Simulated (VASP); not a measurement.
Crystal: Mo.

```
Mo
1.0
     0.06045    2.04522    2.04522
     2.04522    0.06045    2.04522
     2.04522    2.04522    0.06045
Mo
1
Direct
  0.00000 0.00000 0.00000
```

This cell differs from its parent crystal: equal xy, yz and zx shear strains of +3 %.

Base run:

- Program: VASP 6.6.1
- Functional: PBE
- Potentials or basis: VASP PAW PBE potentials, release 64 (Mo_sv)
- Cutoff: 520 eV
- k mesh: 17 × 17 × 17
- Occupations: fermi-dirac, width 0.08 eV
- Spin: no spin polarisation

Its results: band gap on the k mesh zero (band 7 reaches 15.24 eV, above the bottom of band 8 at 10.94 eV); pressure -3.6 GPa.

Task: The run is repeated on the same cell with these changes: cutoff from 520 eV to 400 eV; further incar settings from ALGO = Normal; EDIFF = 1e-07; NBANDS = 13 to ALGO = Normal; EDIFF = 1e-08; NBANDS = 13. What comes out?

Result: Band gap on the k mesh zero (band 7 reaches 15.24 eV, above the bottom of band 8 at 10.94 eV); pressure -4.5 GPa.
